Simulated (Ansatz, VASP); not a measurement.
# Li3SeF in VASP and in Ansatz

File INCAR:

```
SYSTEM = Li3SeF
PREC = Accurate ; ENCUT = 520
EDIFF = 1E-6 ; ISMEAR = 0
SIGMA = 0.1 ; LREAL = .FALSE.
LASPH = .TRUE. ; NELM = 80
ALGO = Normal ; ISIF = 2
LWAVE = .FALSE. ; LCHARG = .FALSE.
GGA = PE ; NBANDS = 19
```

KPOINTS

```
regular mesh
0
G
  4 4 4
  0 0 0
```

Contents of POSCAR:

```
Li3SeF
1.0
    4.2797056500      0.0000000000      0.0000000000
    0.0000000000      4.2797056500      0.0000000000
    0.0000000000      0.0000000000      4.2800018300
Li Se F
3 1 1
Direct
    0.0000000000      0.5000000000      0.5136640100
    0.0000000000      0.0000000000      0.0140310000
    0.5000000000      0.0000000000      0.5136640100
    0.0000000000      0.0000000000      0.5146020100
    0.5000000000      0.5000000000      0.0057300000
```

Input for Ansatz:

```yaml
crystal:
  lattice:
    - [4.27970565, 0.0, 0.0]
    - [0.0, 4.27970565, 0.0]
    - [0.0, 0.0, 4.28000183]
  atoms:
    - { symbol: Li, position: [0.0, 0.5, 0.51366401] }
    - { symbol: Li, position: [0.0, 0.0, 0.014031] }
    - { symbol: Li, position: [0.5, 0.0, 0.51366401] }
    - { symbol: Se, position: [0.0, 0.0, 0.51460201] }
    - { symbol: F, position: [0.5, 0.5, 0.00573] }
basis:
  ecutwfc: 420
kpoints:
  mp_grid: { grid: [4, 4, 4] }
hamiltonian:
  xc: pbe
scf:
  occupations: { method: gaussian, width: 0.1 }
  lower_state_search: "off"
output:
  forces: true
  stress: true
  eigenvalues: true
```

Change from the starting cell: species swapped into the CsInBr3 type (P4mm, No. 99).

Alike in both runs: task single point; functional PBE; k mesh 4 × 4 × 4; occupations gaussian, width 0.1 eV; no spin polarisation.

|  | VASP | Ansatz |
| --- | --- | --- |
| version | VASP 6.6.1 | Ansatz 0.2.0 |
| potentials or method | VASP PAW PBE potentials, release 64 (Li_sv, Se, F), cutoff 520 eV | scalar-relativistic, plane waves, PAW |
| valence electrons in the cell | 22 | 32 |

Ansatz gave:

- gap on the k mesh at the Fermi level (eV): 3.91
- least direct gap on the mesh (eV): 3.91
- rms of the force components (eV/Å): 0.023

Problem. Which values does VASP return?

Solution. gap on the k mesh at the Fermi level (eV): 3.89; least direct gap on the mesh (eV): 3.89; rms of the force components (eV/Å): 0.024.

Atom by atom the forces differ by 0.001 eV/Å (rms over components). VASP's potentials hold 22 valence electrons a cell and Ansatz's 32, so a difference there can come from the potentials and not from the codes.

Noted on VASP's run: the cutoff is short for stress, so the pressure is rough.
